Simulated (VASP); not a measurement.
Set up this calculation in VASP 6.6.1, as the native input.

```yaml
Task: single point
Functional: PBE
Potentials_or_basis: VASP PAW PBE potentials, release 64 (K_sv, Br)
Cutoff: 520 eV
k_mesh: 8 × 8 × 8
Occupations: gaussian, width 0.05 eV
Spin: no spin polarisation
Dipole_correction: no
Further_INCAR_settings: ALGO = Normal; EDIFF = 1e-07; NBANDS = 15
```

The structure of KBr lies in POSCAR:

```
KBr
1.0
    0.0000000000      3.3000000000      3.3000000000
    3.3000000000      0.0000000000      3.3000000000
    3.3000000000      3.3000000000      0.0000000000
K Br
1 1
Direct
    0.0000000000      0.0000000000      0.0000000000
    0.5000000000      0.5000000000      0.5000000000
```

These files were run (other wordings do the same):

INCAR

```
ALGO = Normal ; EDIFF = 1E-7
ENCUT = 520 ; GGA = PE
ISIF = 2 ; ISMEAR = 0
LASPH = T ; LCHARG = T
LELF = T ; LREAL = F
LVHAR = T ; LWAVE = F
NBANDS = 15 ; NELM = 60
PREC = Accurate ; SIGMA = 0.05
```

KPOINTS

```
k-points
0
Gamma
  8 8 8
```

Potentials or basis: VASP PAW PBE potentials, release 64 (K_sv, Br).

Run with:

```bash
$ cat potpaw_PBE.64/K_sv/POTCAR potpaw_PBE.64/Br/POTCAR > POTCAR
$ mpirun -np 1 vasp_std > vasp.out
```

It gave:

```json
{"Pressure": "0.8 GPa", "Band gap on the k mesh": "4.43 eV"}
```

It took 43 s on 1 thread of Intel Xeon 8259CL (shared host), peak memory 0.21 GiB.
